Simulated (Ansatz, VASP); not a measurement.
## BeTe: VASP beside Ansatz

The input INCAR:

```
PREC = Accurate ; ENCUT = 520
EDIFF = 1E-6 ; ISMEAR = -1
SIGMA = 0.02 ; LREAL = F
LASPH = T ; NELM = 80
ALGO = Normal ; ISIF = 2
LWAVE = F ; LCHARG = T
GGA = PE ; LELF = T
LVHAR = T ; NBANDS = 11
```

KPOINTS

```
Automatic mesh
0
Gamma
  8 8 8
```

File POSCAR:

```
BeTe
1.0
    0.0000000000      2.8003373911      2.8003373911
    2.8003373911      0.0000000000      2.8003373911
    2.8003373911      2.8003373911      0.0000000000
Be Te
1 1
Direct
    0.0000000000      0.0000000000      0.0000000000
    0.2500000000      0.2500000000      0.2500000000
```

Input for Ansatz:

```yaml
crystal:
  lattice:
    - [0.0, 2.8003373911, 2.8003373911]
    - [2.8003373911, 0.0, 2.8003373911]
    - [2.8003373911, 2.8003373911, 0.0]
  atoms:
    - { symbol: Be, position: [0.0, 0.0, 0.0] }
    - { symbol: Te, position: [0.25, 0.25, 0.25] }
kpoints:
  mp_grid: { grid: [8, 8, 8] }
  band_path:
    path:
      - [0.0, 0.0, 0.0]
      - [-0.5, -0.5, 0.0]
      - [-0.375, -0.375, 0.25]
      - [-0.375, 0.0, 0.375]
      - [0.0, 0.0, 0.5]
      - [-0.5, -0.25, 0.25]
      - [0.0, 0.5, 0.5]
    npoints: 1
hamiltonian:
  xc: pbe
scf:
  occupations: { method: fermi_dirac, width: 0.02 }
  n_extra_bands: 4
output:
  forces: true
  stress: true
  eigenvalues: true
```

Change from the starting cell: hydrostatic strain -1.0%.

Alike in both runs: task single point; functional PBE; k mesh 8 × 8 × 8; occupations fermi-dirac, width 0.02 eV; no spin polarisation.

|  | VASP | Ansatz |
| --- | --- | --- |
| version | VASP 6.6.1 | Ansatz 0.2.0 |
| potentials or method | VASP PAW PBE potentials, release 64 (Be, Te) | plane waves, PAW |
| plane-wave cutoff (eV) | 520 | 420 |
| valence electrons in the cell | 8 | 18 |

Ansatz gave:

```
gap on the k mesh at the Fermi level (eV) : 1.95
pressure (GPa)                            : 2.0
```

What did VASP give for the same quantities?

gap on the k mesh at the Fermi level (eV): 1.93; pressure (GPa): 2.2.

VASP's potentials hold 8 valence electrons a cell and Ansatz's 18, so a difference there can come from the potentials and not from the codes.

Spin-orbit coupling is off throughout.
